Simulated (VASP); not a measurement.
# BAs (P-6m2) in VASP: notebook

Runs on BAs. Level: PBE. Tasks: single point, relaxation of cell and atoms.

Everything below comes from runs of VASP 6.6.1. Logs are shortened: lines on timing, memory, paths and dates and some standing lists are left out, and cuts for length are marked.

## Step 1: The cell of the first run

It takes space group P-6m2 (No. 187, hexagonal). Conventional cell: a = 3.195 Å, b = 3.195 Å, c = 2.898 Å, α = 90.00°, β = 90.00°, γ = 120.00°. B (site symmetry -6m2) has 6 As at 2.35 Å and 8 B at 2.90 to 3.19 Å within 3.2 Å. As (site symmetry -6m2) has 6 B at 2.35 Å and 8 As at 2.90 to 3.19 Å within 3.2 Å.

The cell was generated, and may not be a known phase.

## Step 2: Single point, PBE

File INCAR:

```
PREC = Accurate
ENCUT = 520
EDIFF = 1E-7
ISMEAR = 0
SIGMA = 0.1
LREAL = F
LASPH = T
NELM = 100
ALGO = Normal
ISIF = 2
LWAVE = F
LCHARG = F
GGA = PE
NBANDS = 11
```

File KPOINTS:

```
Automatic mesh
0
Gamma
  24 24 18
```

File POSCAR:

```
BAs
1.0
    3.1947857559      0.0000000000      0.0000000000
   -1.5973928780      2.7667656243      0.0000000000
    0.0000000000      0.0000000000      2.8978090980
B As
1 1
Direct
    0.6666666667      0.3333333333      0.5000000000
    0.0000000000      0.0000000000      0.0000000000
```

Potentials or basis: VASP PAW PBE potentials, release 64 (B, As).

Started as:

```console
$ cat potpaw_PBE.64/B/POTCAR potpaw_PBE.64/As/POTCAR > POTCAR
$ mpirun -np 1 vasp_std > vasp.out
```

OUTCAR:

```text
PREC = Accurate
   ENCUT = 520
   EDIFF = 1E-7
   ISMEAR = 0
   LREAL = F
   LASPH = T
   NELM = 100
   ISIF = 2
   GGA = PE

 ion  position               nearest neighbor table
   1  0.667  0.333  0.500-   2 2.35   2 2.35   2 2.35   2 2.35   2 2.35   2 2.35
   2  0.000  0.000  0.000-   1 2.35   1 2.35   1 2.35   1 2.35   1 2.35   1 2.35

  LATTYP: Found a hexagonal cell.
 ALAT       =     3.1947857559
 C/A-ratio  =     0.9070433260

  Lattice vectors:

 A1 = (   3.1947857559,   0.0000000000,   0.0000000000)
 A2 = (  -1.5973928780,   2.7667656243,   0.0000000000)
 A3 = (   0.0000000000,   0.0000000000,   2.8978090980)

Analysis of symmetry for initial positions (statically):
=====================================================================
 Subroutine PRICEL returns:
 Original cell was already a primitive cell.

 Routine SETGRP: Setting up the symmetry group for a
 hexagonal supercell.

 Subroutine GETGRP returns: Found 12 space group operations
 (whereof 12 operations were pure point group operations)
 out of a pool of 24 trial point group operations.

The static configuration has the point symmetry D_3h.

Analysis of symmetry for dynamics (positions and initial velocities):
=====================================================================
 Subroutine PRICEL returns:
 Original cell was already a primitive cell.

 Routine SETGRP: Setting up the symmetry group for a
 hexagonal supercell.

 Subroutine GETGRP returns: Found 12 space group operations
 (whereof 12 operations were pure point group operations)
 out of a pool of 24 trial point group operations.

The dynamic configuration has the point symmetry D_3h.

 Subroutine INISYM returns: Found 12 space group operations
 (whereof 12 operations are pure point group operations),
 and found     1 'primitive' translations

----------------------------------------------------------------------------------------

                                     Primitive cell

  volume of cell :      25.6144

  direct lattice vectors                    reciprocal lattice vectors
     3.194785756  0.000000000  0.000000000     0.313010035  0.180716428  0.000000000
    -1.597392878  2.766765624  0.000000000     0.000000000  0.361432855  0.000000000
     0.000000000  0.000000000  2.897809098     0.000000000  0.000000000  0.345088295

  length of vectors
     3.194785756  3.194785756  2.897809098     0.361432855  0.361432855  0.345088295

  position of ions in fractional coordinates (direct lattice)
     0.666666667  0.333333333  0.500000000
     0.000000000  0.000000000  0.000000000

  ion indices of the primitive-cell ions
   primitive index   ion index
                 1           1
                 2           2

----------------------------------------------------------------------------------------

 KPOINTS: Automatic mesh

Automatic generation of k-mesh.
 Grid dimensions read from file:
 generate k-points for:   24   24   18

 Generating k-lattice:

  Cartesian coordinates                     Fractional coordinates (reciprocal lattice)
     0.013042085  0.007529851  0.000000000     0.041666667  0.000000000  0.000000000
     0.000000000  0.015059702  0.000000000     0.000000000  0.041666667  0.000000000
     0.000000000  0.000000000  0.019171572     0.000000000  0.000000000  0.055555556

  Length of vectors
     0.015059702  0.015059702  0.019171572

  Shift w.r.t. Gamma in fractional coordinates (k-lattice)
     0.000000000  0.000000000  0.000000000

 Subroutine IBZKPT returns following result:
 ===========================================

 Found    610 irreducible k-points:

 Following reciprocal coordinates:
            Coordinates               Weight
  0.000000  0.000000  0.000000      1.000000
  0.041667 -0.000000  0.000000      6.000000
  0.083333 -0.000000  0.000000      6.000000
  0.125000 -0.000000  0.000000      6.000000
  0.166667 -0.000000  0.000000      6.000000
  0.208333 -0.000000  0.000000      6.000000
[... 16 lines left out ...]
  0.416667  0.041667  0.000000     12.000000
  0.458333  0.041667  0.000000     12.000000
 [... further k-points ...]
   k-points           NKPTS =    610   k-points in BZ     NKDIM =    610   number of bands    NBANDS=     11
   number of dos      NEDOS =    301   number of ions     NIONS =      2
   total plane-waves  NPLWV =  13824
   dimension x,y,z NGX =    24 NGY =   24 NGZ =   24
   dimension x,y,z NGXF=    48 NGYF=   48 NGZF=   48
   ions per type =               1   1
   NGX,Y,Z   is equivalent  to a cutoff of  12.49, 12.49, 13.77 a.u.
   NGXF,Y,Z  is equivalent  to a cutoff of  24.98, 24.98, 27.54 a.u.
 SYSTEM =  unknown system
   PREC   = accura    normal or accurate (medium, high low for compatibility)
   ISTART =      0    job   : 0-new  1-cont  2-samecut
   ICHARG =      2    charge: 1-file 2-atom 10-const
   ISPIN  =      1    spin polarized calculation?
   LNONCOLLINEAR =      F non collinear calculations
   LSORBIT =      F    spin-orbit coupling
   LASPH  =      T    aspherical Exc in radial PAW
   ENCUT  =  520.0 eV  38.22 Ry    6.18 a.u.   5.94  5.94  5.39*2*pi/ulx,y,z
   NELM   =    100;   NELMIN=  2; NELMDL= -5     # of ELM steps
   EDIFF  = 0.1E-06   stopping-criterion for ELM
   LREAL  =      F    real-space projection
   EDIFFG = 0.1E-05   stopping-criterion for IOM
   NSW    =      0    number of steps for IOM
   IBRION =     -1    ionic relax: 0-MD 1-quasi-New 2-CG
   NFREE  =      0    steps in history (QN), initial steepest desc. (CG)
   ISIF   =      2    stress and relaxation
   ISYM   =      2    0-nonsym 1-usesym 2-fastsym
   POTIM  = 0.5000    time-step for ionic-motion
   TEBEG  =    0.0;   TEEND  =   0.0 temperature during run
   PSTRESS=    0.0 pullay stress
   NELECT =       8.0000    total number of electrons
   NUPDOWN=      -1.0000    fix difference up-down
   EMIN   =  10.00;   EMAX   =-10.00  energy-range for DOS
   EFERMI =   0.00;   METHOD = LEGACY
   ISMEAR =     0;   SIGMA  =   0.10  broadening in eV -4-tet -1-fermi 0-gaus
   EFERMI_NEDOS =   21; number of points for ismear=-14 and -15
   IALGO  =     38    algorithm
   IMIX   =      4    mixing-type and parameters
     AMIX     =   0.40;   BMIX     =  1.00
     AMIX_MAG =   1.60;   BMIX_MAG =  1.00
  volume/ion in A,a.u.               =      12.81        86.43
  Fermi-wavevector in a.u.,A,eV,Ry     =   1.110734  2.098984 16.785926  1.233731
  Thomas-Fermi vector in A             =   2.247289
   LORBIT       =      0    0 simple, 1 ext, 2 COOP (PROOUT), +10 PAW based schemes
   GGA     = PE    functional components
   LHFCALC =     F    Hartree Fock is set to
   AEXX    =    0.0000 exact exchange contribution
   IVDW    =     0    specifies the selected vdW correction
   LEPSILON=     F    determine dielectric tensor
   LRPA    =     F    only Hartree local field effects (RPA)
 non-spin polarized calculation
 Gauss-broadening in eV      SIGMA  =   0.10
  energy-cutoff  :      520.00
  volume of cell :       25.61
 maximum number of plane-waves:       720
 NGX is ok and might be reduce to    24

 number of electron       8.0000000 magnetization

 Free energy of the ion-electron system (eV)
  ---------------------------------------------------
  ext. energy  EPLUGINS =         0.00000000
  ---------------------------------------------------
  free energy    TOTEN  =        -9.19718062 eV

  energy without entropy =       -9.19359089  energy(sigma->0) =       -9.19538575

 E-fermi :   6.8505     XC(G=0): -11.2149

 val. band max:        6.8490345169   @ k =   0.3750   0.0417   0.2778
 cond. band min:       6.8505496929   @ k =   0.2083   0.2083   0.5000
 fundamental gap:      0.0015151759
 Fermi energy:         6.8504938649

 k-point     1 :       0.0000    0.0000    0.0000
  band No.  band energies     occupation
      1      -8.8486      2.00000
      2       5.9731      2.00000
      3       6.5858      1.99982
      4       6.5858      1.99982
      5       8.5744      0.00000
      6      11.2485      0.00000
      7      11.2485      0.00000
      8      12.9829      0.00000
      9      17.2721      0.00000
     10      17.8871      0.00000
     11      23.3767      0.00000

 k-point     2 :       0.0417   -0.0000    0.0000
  band No.  band energies     occupation
      1      -8.8189      2.00000
      2       6.0022      2.00000
      3       6.2332      2.00000
      4       6.4996      2.00000
      5       8.7665      0.00000
      6      11.2098      0.00000
      7      11.3769      0.00000
      8      13.1119      0.00000
      9      17.4216      0.00000
     10      17.7830      0.00000
     11      23.3302      0.00000

 k-point     3 :       0.0833   -0.0000    0.0000
  band No.  band energies     occupation
      1      -8.7300      2.00000
      2       5.4516      2.00000
      3       6.0893      2.00000
      4       6.2685      2.00000
      5       9.0713      0.00000
      6      11.1223      0.00000
      7      11.7326      0.00000
      8      13.4942      0.00000
      9      17.4853      0.00000
     10      17.8180      0.00000
     11      23.2323      0.00000

 k-point     4 :       0.1250   -0.0000    0.0000
  band No.  band energies     occupation
      1      -8.5825      2.00000
      2       4.5111      2.00000
      3       5.9506      2.00000
      4       6.2335      2.00000
      5       9.2386      0.00000
      6      11.0648      0.00000
      7      12.2518      0.00000
      8      14.0921      0.00000
      9      17.0294      0.00000
     10      18.3195      0.00000
     11      23.1652      0.00000
[... 239 lines left out ...]
 k-point    22 :       0.3750    0.0417    0.0000
  band No.  band energies     occupation
      1      -6.3873      2.00000
      2      -1.4778      2.00000
      3       3.8855      2.00000
      4       8.3279      0.00000
      5       8.4530      0.00000
      6      12.7319      0.00000
      7      12.7594      0.00000
      8      15.9232      0.00000
      9      16.0678      0.00000
     10      20.7930      0.00000
     11      23.0111      0.00000

 k-point    23 :       0.4167    0.0417    0.0000
  band No.  band energies     occupation
      1      -6.0061      2.00000
      2      -2.0813      2.00000
      3       3.7679      2.00000
      4       8.3588      0.00000
      5       8.6788      0.00000
      6      12.2599      0.00000
      7      13.0861      0.00000
      8      15.6141      0.00000
      9      16.2054      0.00000
     10      21.6374      0.00000
     11      22.8496      0.00000

 k-point    24 :       0.4583    0.0417    0.0000
  band No.  band energies     occupation
      1      -5.7601      2.00000
      2      -2.4390      2.00000
      3       3.7087      2.00000
      4       8.3111      0.00000
      5       8.9020      0.00000
      6      11.9614      0.00000
      7      13.3307      0.00000
      8      15.3266      0.00000
      9      16.3286      0.00000
     10      22.2603      0.00000
     11      22.7686      0.00000

 [... further k-points ...]

------------------------ aborting loop because EDIFF is reached ----------------------------------------

  FORCE on cell =-STRESS in cart. coord.  units (eV):
  Direction    XX          YY          ZZ          XY          YZ          ZX
  --------------------------------------------------------------------------------------
  -------------------------------------------------------------------------------------
  Total        0.0458773      0.0458773      0.0533603     -0.0000000      0.0000000     -0.0000000
  in kB        2.8696229      2.8696229      3.3376841     -0.0000000      0.0000000     -0.0000000
  external PRESSURE =       3.0256433 kB  Pullay stress =       0.0000000 kB

 VOLUME and BASIS-vectors are now :
 -----------------------------------------------------------------------------
  energy-cutoff  :      520.00
  volume of cell :       25.61
      direct lattice vectors                 reciprocal lattice vectors
     3.194785756  0.000000000  0.000000000     0.313010035  0.180716428  0.000000000
    -1.597392878  2.766765624  0.000000000     0.000000000  0.361432855  0.000000000
     0.000000000  0.000000000  2.897809098     0.000000000  0.000000000  0.345088295

 POSITION                                       TOTAL-FORCE (eV/Angst)
 -----------------------------------------------------------------------------------
      1.59739      0.92226      1.44890         0.000000     -0.000000      0.000000
      0.00000      0.00000      0.00000        -0.000000      0.000000      0.000000
 -----------------------------------------------------------------------------------
    total drift:                                0.000000     -0.000000      0.000000

  FREE ENERGIE OF THE ION-ELECTRON SYSTEM (eV)
  ---------------------------------------------------
  free  energy   TOTEN  =        -9.1971806165 eV

  energy  without entropy=       -9.1935908891  energy(sigma->0) =       -9.19538575
```

Run time: 32 s. Hardware: 1 thread of Intel Xeon 6975P-C (Granite Rapids), shared host; peak memory 0.29 GiB.

Results:

- Free energy: -9.1972 eV
- Pressure: 0.3 GPa
- Band gap on the k mesh: zero (bands 4 and 5 overlap by 6.32 eV)

Levels at points of the mesh, in eV from the Fermi level:
| k point | band 2 | band 3 | band 4 | band 5 | band 6 | band 7 |
| --- | --- | --- | --- | --- | --- | --- |
| (0.00, 0.00, 0.00) | -0.88 | -0.26 | -0.26 | 1.72 | 4.40 | 4.40 |
| (0.50, 0.00, 0.00) | -9.35 | -2.93 | 1.20 | 2.06 | 5.09 | 6.50 |
| (0.00, 0.00, 0.50) | -10.03 | 2.88 | 2.88 | 3.66 | 3.66 | 4.96 |
| (0.50, 0.00, 0.50) | -6.93 | -6.07 | -4.47 | 1.29 | 1.35 | 4.54 |

## Step 3: Relaxation of cell and atoms, PBE

This run uses another cell than the first one, of the same volume but with other edges.

File INCAR:

```
SYSTEM = BAs
PREC = Accurate ; ENCUT = 600
EDIFF = 1E-6 ; ISMEAR = 0
SIGMA = 0.1 ; LREAL = .False.
LASPH = .True. ; NELM = 60
ALGO = Normal ; ISIF = 3
LWAVE = .False. ; LCHARG = .False.
GGA = PE ; IBRION = 2
NSW = 100 ; EDIFFG = -0.01
```

File KPOINTS:

```
Automatic mesh
0
Gamma
  24 24 18
  0 0 0
```

File POSCAR:

```
BAs
1.0
    3.1160105200      0.0000000000      0.0000000000
   -1.5580052600      2.6985442700      0.0000000000
    0.0000000000      0.0000000000      3.0410719500
B As
1 1
Direct
    0.6666666700      0.3333333300      0.5000000000
    0.0000000000      0.0000000000      0.0000000000
```

Potentials or basis: VASP PAW PBE potentials, release 64 (B, As).

Started as:

```console
$ cat potpaw_PBE.64/B/POTCAR potpaw_PBE.64/As/POTCAR > POTCAR
$ mpirun -np 1 vasp_std > vasp.out
```

Run time: 2.6 min. Hardware: 1 thread of Intel Xeon 6975P-C (Granite Rapids), shared host; peak memory 0.31 GiB.

The run converged. Its results:

| Item | Value |
| --- | --- |
| Free energy | -9.1977 eV |
| Relaxed volume | 12.84 Å³/atom |
| Relaxed cell | a = 3.199 Å, b = 3.199 Å, c = 2.898 Å, α = 90.00°, β = 90.00°, γ = 120.00° |
| Space group after relaxing (to 0.1 Å) | P-6m2 (No. 187) |
| Energy gained by relaxing | 22.7 meV/atom |
| Ionic steps | 7 |
| Pressure after relaxing | 0.0 GPa |
| Band gap on the k mesh | zero (bands 4 and 5 overlap by 6.31 eV) |

Stress tensor (GPa, compression positive):
```
-0.04  0.00  0.00
 0.00 -0.04  0.00
 0.00  0.00  0.12
```

The path:
| step | energy change (eV) | largest force (eV/Å) | pressure (GPa) | volume (Å³) |
| --- | --- | --- | --- | --- |
| 1 | 0.0000 | 0.0000 | -0.84 | 25.57 |
| 2 | -0.0354 | 0.0000 | 1.11 | 25.31 |
| 3 | -0.0404 | 0.0000 | 2.80 | 25.11 |
| 4 | -0.0413 | 0.0000 | 2.30 | 25.16 |
| 5 | -0.0449 | 0.0000 | -0.68 | 25.85 |
| 6 | -0.0453 | 0.0000 | 0.05 | 25.67 |
| 7 | -0.0453 | 0.0000 | 0.01 | 25.68 |

Final structure:
```cif
data_structure
_symmetry_space_group_name_H-M 'P 1'
_symmetry_Int_Tables_number 1
_cell_length_a 3.1989
_cell_length_b 3.1989
_cell_length_c 2.8981
_cell_angle_alpha 90.000
_cell_angle_beta 90.000
_cell_angle_gamma 120.000
_cell_volume 25.68
loop_
_atom_site_label
_atom_site_type_symbol
_atom_site_fract_x
_atom_site_fract_y
_atom_site_fract_z
_atom_site_occupancy
B1 B 0.66667 0.33333 0.50000 1
As1 As 0.00000 0.00000 0.00000 1
```

Levels at points of the mesh, in eV from the Fermi level:
```csv
k point,band 2,band 3,band 4,band 5,band 6,band 7
"(0.00, 0.00, 0.00)",-0.86,-0.28,-0.28,1.70,4.38,4.38
"(0.50, 0.00, 0.00)",-9.34,-2.93,1.19,2.07,5.09,6.50
"(0.00, 0.00, 0.50)",-10.01,2.87,2.87,3.64,3.64,4.93
"(0.50, 0.00, 0.50)",-6.92,-6.05,-4.47,1.29,1.34,4.53
```
